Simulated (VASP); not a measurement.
# TiCo (P1) in VASP: single point with PBE

Aim: the single point of TiCo with PBE.

Everything below comes from runs of VASP 6.6.1. Logs are shortened: lines on timing, memory, paths and dates and some standing lists are left out, and cuts for length are marked.

### 1 The cell of the first run

The typed cell holds 2 atoms: a = 2.986 Å, b = 2.986 Å, c = 2.986 Å, α = 90.00°, β = 90.00°, γ = 90.00°.

### 2 Single point, PBE, collinear spin, ferromagnetic start

The input, INCAR:

```
PREC = Accurate
ENCUT = 520
EDIFF = 1E-6
ISMEAR = 1
SIGMA = 0.05
LREAL = False
LASPH = True
NELM = 150
ALGO = Normal
ISIF = 2
LWAVE = False
LCHARG = True
ISPIN = 2
MAGMOM = 2 1
LORBIT = 11
LMAXMIX = 4
GGA = PE
LELF = True
LVHAR = True
NBANDS = 22
```

The input, KPOINTS:

```
regular mesh
0
Gamma
  12 12 12
```

The input, POSCAR:

```
TiCo
1.0
    2.9861109900      0.0000000000      0.0000000000
    0.0000000000      2.9861109900      0.0000000000
    0.0000000000      0.0000000000      2.9861109900
Co Ti
1 1
Direct
    0.5055210000      0.5022710000      0.4966010000
    0.0047930000     -0.0085480000     -0.0036040000
```

Potentials or basis: VASP PAW PBE potentials, release 64 (Co, Ti_sv).

Run with:

```bash
cat potpaw_PBE.64/Co/POTCAR potpaw_PBE.64/Ti_sv/POTCAR > POTCAR
mpirun -np 1 vasp_std > vasp.out
```

OUTCAR:

```text
PREC = Accurate
   ENCUT = 520
   EDIFF = 1E-6
   ISMEAR = 1
   LREAL = False
   LASPH = True
   NELM = 150
   ISIF = 2
   ISPIN = 2
   LORBIT = 11
   GGA = PE

 ion  position               nearest neighbor table
   1  0.506  0.502  0.497-   2 2.57   2 2.57   2 2.57   2 2.57   2 2.60   2 2.60   2 2.61   2 2.61

   2  0.005  0.991  0.996-   1 2.57   1 2.57   1 2.57   1 2.57   1 2.60   1 2.60   1 2.61   1 2.61

  LATTYP: Found a simple cubic cell.
 ALAT       =     2.9861109900

  Lattice vectors:

 A1 = (   2.9861109900,   0.0000000000,   0.0000000000)
 A2 = (   0.0000000000,   2.9861109900,   0.0000000000)
 A3 = (   0.0000000000,   0.0000000000,   2.9861109900)

Analysis of symmetry for initial positions (statically):
=====================================================================
 Subroutine PRICEL returns:
 Original cell was already a primitive cell.

 Routine SETGRP: Setting up the symmetry group for a
 simple cubic supercell.

 Subroutine GETGRP returns: Found  1 space group operations
 (whereof  1 operations were pure point group operations)
 out of a pool of 48 trial point group operations.

The static configuration has the point symmetry C_1 .

Analysis of symmetry for dynamics (positions and initial velocities):
=====================================================================
 Subroutine PRICEL returns:
 Original cell was already a primitive cell.

 Routine SETGRP: Setting up the symmetry group for a
 simple cubic supercell.

 Subroutine GETGRP returns: Found  1 space group operations
 (whereof  1 operations were pure point group operations)
 out of a pool of 48 trial point group operations.

The dynamic configuration has the point symmetry C_1 .

Analysis of structural, dynamic, and magnetic symmetry:
=====================================================================
 Subroutine PRICEL returns:
 Original cell was already a primitive cell.

 Routine SETGRP: Setting up the symmetry group for a
 simple cubic supercell.

 Subroutine GETGRP returns: Found  1 space group operations
 (whereof  1 operations were pure point group operations)
 out of a pool of 48 trial point group operations.

The overall configuration has the point symmetry C_1 .

 Subroutine INISYM returns: Found  1 space group operations
 (whereof  1 operations are pure point group operations),
 and found     1 'primitive' translations

----------------------------------------------------------------------------------------

                                     Primitive cell

  volume of cell :      26.6267

  direct lattice vectors                    reciprocal lattice vectors
     2.986110990  0.000000000  0.000000000     0.334883735  0.000000000  0.000000000
     0.000000000  2.986110990  0.000000000     0.000000000  0.334883735  0.000000000
     0.000000000  0.000000000  2.986110990     0.000000000  0.000000000  0.334883735

  length of vectors
     2.986110990  2.986110990  2.986110990     0.334883735  0.334883735  0.334883735

  position of ions in fractional coordinates (direct lattice)
     0.505521000  0.502271000  0.496601000
     0.004793000  0.991452000  0.996396000

  ion indices of the primitive-cell ions
   primitive index   ion index
                 1           1
                 2           2

----------------------------------------------------------------------------------------

 KPOINTS: regular mesh

Automatic generation of k-mesh.
 Grid dimensions read from file:
 generate k-points for:   12   12   12

 Generating k-lattice:

  Cartesian coordinates                     Fractional coordinates (reciprocal lattice)
     0.027906978  0.000000000  0.000000000     0.083333333  0.000000000  0.000000000
     0.000000000  0.027906978  0.000000000     0.000000000  0.083333333  0.000000000
     0.000000000  0.000000000  0.027906978     0.000000000  0.000000000  0.083333333

  Length of vectors
     0.027906978  0.027906978  0.027906978

  Shift w.r.t. Gamma in fractional coordinates (k-lattice)
     0.000000000  0.000000000  0.000000000

 Subroutine IBZKPT returns following result:
 ===========================================

 Found    868 irreducible k-points:

 Following reciprocal coordinates:
            Coordinates               Weight
  0.000000  0.000000  0.000000      1.000000
  0.083333  0.000000  0.000000      2.000000
  0.000000  0.083333  0.000000      2.000000
  0.000000  0.000000  0.083333      2.000000
  0.166667  0.000000  0.000000      2.000000
  0.000000  0.166667  0.000000      2.000000
[... 16 lines left out ...]
 -0.083333  0.083333  0.000000      2.000000
 -0.083333  0.000000  0.083333      2.000000
 [... further k-points ...]
   k-points           NKPTS =    868   k-points in BZ     NKDIM =    868   number of bands    NBANDS=     22
   number of dos      NEDOS =    301   number of ions     NIONS =      2
   total plane-waves  NPLWV =  13824
   dimension x,y,z NGX =    24 NGY =   24 NGZ =   24
   dimension x,y,z NGXF=    48 NGYF=   48 NGZF=   48
   ions per type =               1   1
   NGX,Y,Z   is equivalent  to a cutoff of  13.36, 13.36, 13.36 a.u.
   NGXF,Y,Z  is equivalent  to a cutoff of  26.72, 26.72, 26.72 a.u.
 SYSTEM =  unknown system
   PREC   = accura    normal or accurate (medium, high low for compatibility)
   ISTART =      0    job   : 0-new  1-cont  2-samecut
   ICHARG =      2    charge: 1-file 2-atom 10-const
   ISPIN  =      2    spin polarized calculation?
   LNONCOLLINEAR =      F non collinear calculations
   LSORBIT =      F    spin-orbit coupling
   LASPH  =      T    aspherical Exc in radial PAW
   ENCUT  =  520.0 eV  38.22 Ry    6.18 a.u.   5.55  5.55  5.55*2*pi/ulx,y,z
   NELM   =    150;   NELMIN=  2; NELMDL= -5     # of ELM steps
   EDIFF  = 0.1E-05   stopping-criterion for ELM
   LREAL  =      F    real-space projection
   EDIFFG = 0.1E-04   stopping-criterion for IOM
   NSW    =      0    number of steps for IOM
   IBRION =     -1    ionic relax: 0-MD 1-quasi-New 2-CG
   NFREE  =      0    steps in history (QN), initial steepest desc. (CG)
   ISIF   =      2    stress and relaxation
   ISYM   =      2    0-nonsym 1-usesym 2-fastsym
   POTIM  = 0.5000    time-step for ionic-motion
   TEBEG  =    0.0;   TEEND  =   0.0 temperature during run
   PSTRESS=    0.0 pullay stress
   NELECT =      21.0000    total number of electrons
   NUPDOWN=      -1.0000    fix difference up-down
   EMIN   =  10.00;   EMAX   =-10.00  energy-range for DOS
   EFERMI =   0.00;   METHOD = LEGACY
   ISMEAR =     1;   SIGMA  =   0.05  broadening in eV -4-tet -1-fermi 0-gaus
   EFERMI_NEDOS =   21; number of points for ismear=-14 and -15
   IALGO  =     38    algorithm
   IMIX   =      4    mixing-type and parameters
     AMIX     =   0.40;   BMIX     =  1.00
     AMIX_MAG =   1.60;   BMIX_MAG =  1.00
  volume/ion in A,a.u.               =      13.31        89.84
  Fermi-wavevector in a.u.,A,eV,Ry     =   1.512546  2.858298 31.127355  2.287796
  Thomas-Fermi vector in A             =   2.622456
   LORBIT       =     11    0 simple, 1 ext, 2 COOP (PROOUT), +10 PAW based schemes
   GGA     = PE    functional components
   LHFCALC =     F    Hartree Fock is set to
   AEXX    =    0.0000 exact exchange contribution
   IVDW    =     0    specifies the selected vdW correction
   LEPSILON=     F    determine dielectric tensor
   LRPA    =     F    only Hartree local field effects (RPA)
 spin polarized calculation
 Methfessel and Paxton  Order N= 1 SIGMA  =   0.05
  energy-cutoff  :      520.00
  volume of cell :       26.63
 maximum number of plane-waves:       739
 NGX is ok and might be reduce to    24
   NGX = 11   NGY = 11   NGZ = 11

 number of electron      20.9999998 magnetization       0.8672576

 Free energy of the ion-electron system (eV)
  ---------------------------------------------------
  ext. energy  EPLUGINS =         0.00000000
  ---------------------------------------------------
  free energy    TOTEN  =       -15.66957040 eV

  energy without entropy =      -15.66911735  energy(sigma->0) =      -15.66941938

 E-fermi :   9.9604     XC(G=0): -12.5749

 val. band max:        9.9595707957   @ k =   0.1667   0.5000   0.0833
 cond. band min:       9.9611313260   @ k =  -0.0833   0.1667   0.5000
 fundamental gap:      0.0015605303
 Fermi energy:         9.9604144898

 spin component 1

 k-point     1 :       0.0000    0.0000    0.0000
  band No.  band energies     occupation
      1     -47.2309      1.00000
      2     -23.3235      1.00000
      3     -23.3234      1.00000
      4     -23.3234      1.00000
      5       2.2412      1.00000
      6       5.7513      1.00000
[... 14 lines left out ...]
     21      29.2334      0.00000
     22      30.8718      0.00000

 k-point     2 :       0.0833    0.0000    0.0000
  band No.  band energies     occupation
      1     -47.2288      1.00000
      2     -23.3437      1.00000
      3     -23.3220      1.00000
      4     -23.3220      1.00000
      5       2.3789      1.00000
      6       5.8072      1.00000
[... 14 lines left out ...]
     21      29.6629      0.00000
     22      30.4968      0.00000

 k-point     3 :       0.0000    0.0833    0.0000
  band No.  band energies     occupation
      1     -47.2288      1.00000
      2     -23.3438      1.00000
      3     -23.3220      1.00000
      4     -23.3220      1.00000
      5       2.3789      1.00000
      6       5.8051      1.00000
[... 14 lines left out ...]
     21      29.6617      0.00000
     22      30.4992      0.00000
[... 476 lines left out ...]
 k-point    23 :      -0.0833    0.0833    0.0000
  band No.  band energies     occupation
      1     -47.2267      1.00000
      2     -23.3438      1.00000
      3     -23.3405      1.00000
      4     -23.3205      1.00000
      5       2.5145      1.00000
      6       5.8589      1.00000
[... 14 lines left out ...]
     21      30.0051      0.00000
     22      30.2098      0.00000

 k-point    24 :      -0.0833    0.0000    0.0833
  band No.  band energies     occupation
      1     -47.2267      1.00000
      2     -23.3438      1.00000
      3     -23.3405      1.00000
      4     -23.3205      1.00000
      5       2.5145      1.00000
      6       5.8614      1.00000
[... 14 lines left out ...]
     21      30.0114      0.00000
     22      30.2031      0.00000

 [... further k-points ...]

 spin component 2

 k-point     1 :       0.0000    0.0000    0.0000
  band No.  band energies     occupation
      1     -47.2325      1.00000
      2     -23.3258      1.00000
      3     -23.3258      1.00000
      4     -23.3257      1.00000
      5       2.2381      1.00000
      6       6.4169      1.00000
[... 14 lines left out ...]
     21      29.3992      0.00000
     22      30.7639      0.00000

 k-point     2 :       0.0833    0.0000    0.0000
  band No.  band energies     occupation
      1     -47.2304      1.00000
      2     -23.3463      1.00000
      3     -23.3243      1.00000
      4     -23.3243      1.00000
      5       2.3760      1.00000
      6       6.4798      1.00000
[... 14 lines left out ...]
     21      29.8254      0.00000
     22      30.3873      0.00000

 k-point     3 :       0.0000    0.0833    0.0000
  band No.  band energies     occupation
      1     -47.2304      1.00000
      2     -23.3463      1.00000
      3     -23.3243      1.00000
      4     -23.3243      1.00000
      5       2.3760      1.00000
      6       6.4826      1.00000
[... 14 lines left out ...]
     21      29.8242      0.00000
     22      30.3895      0.00000
[... 476 lines left out ...]
 k-point    23 :      -0.0833    0.0833    0.0000
  band No.  band energies     occupation
      1     -47.2282      1.00000
      2     -23.3464      1.00000
      3     -23.3431      1.00000
      4     -23.3228      1.00000
      5       2.5120      1.00000
      6       6.5423      1.00000
[... 14 lines left out ...]
     21      30.0478      0.00000
     22      30.2315      0.00000

 k-point    24 :      -0.0833    0.0000    0.0833
  band No.  band energies     occupation
      1     -47.2282      1.00000
      2     -23.3464      1.00000
      3     -23.3431      1.00000
      4     -23.3228      1.00000
      5       2.5120      1.00000
      6       6.5460      1.00000
[... 14 lines left out ...]
     21      30.0526      0.00000
     22      30.2267      0.00000

 [... further k-points ...]
[... 5 lines left out ...]
  --------------------------------------------------------------------------------------
  -------------------------------------------------------------------------------------
  Total       -0.1138182     -0.1227573     -0.1137999      0.0001954      0.0000510      0.0000433
  in kB       -6.8486417     -7.3865224     -6.8475431      0.0117577      0.0030666      0.0026076
  external PRESSURE =      -7.0275691 kB  Pullay stress =       0.0000000 kB

 VOLUME and BASIS-vectors are now :
 -----------------------------------------------------------------------------
  energy-cutoff  :      520.00
  volume of cell :       26.63
      direct lattice vectors                 reciprocal lattice vectors
     2.986110990  0.000000000  0.000000000     0.334883735  0.000000000  0.000000000
     0.000000000  2.986110990  0.000000000     0.000000000  0.334883735  0.000000000
     0.000000000  0.000000000  2.986110990     0.000000000  0.000000000  0.334883735

 POSITION                                       TOTAL-FORCE (eV/Angst)
 -----------------------------------------------------------------------------------
      1.50954      1.49984      1.48291        -0.010719     -0.159369     -0.003047
      0.01431      2.96059      2.97535         0.010719      0.159369      0.003047
 -----------------------------------------------------------------------------------
    total drift:                                0.000213      0.000013     -0.000192

  FREE ENERGIE OF THE ION-ELECTRON SYSTEM (eV)
  ---------------------------------------------------
  free  energy   TOTEN  =       -15.6695704011 eV

  energy  without entropy=      -15.6691173488  energy(sigma->0) =      -15.66941938

 total charge

# of ion       s       p       d       tot
------------------------------------------
    1        0.524   0.462   7.301   8.288
    2        2.247   6.180   1.858  10.285
--------------------------------------------------
tot          2.772   6.643   9.159  18.573

 magnetization (x)

# of ion       s       p       d       tot
------------------------------------------
    1        0.027  -0.003   0.910   0.934
    2       -0.002  -0.012  -0.005  -0.020
--------------------------------------------------
tot          0.025  -0.016   0.904   0.914
```

Run time: 24 min. Hardware: 1 thread of Oxide Virtual Turin-like, shared host; peak memory 0.76 GiB.

Results:

| Quantity | Value |
| --- | --- |
| Free energy | -15.6696 eV |
| Pressure | -0.7 GPa |
| Largest force | 0.160 eV/Å |
| Net moment | 0.87 μB per cell |
| Site moments | Co +0.93; Ti -0.02 μB |
| Valence electrons inside the program's atomic spheres | Co 8.29; Ti 10.29 |

Forces on the atoms (eV/Å):
```
Co  -0.011 -0.159 -0.003
Ti   0.011  0.159  0.003
```
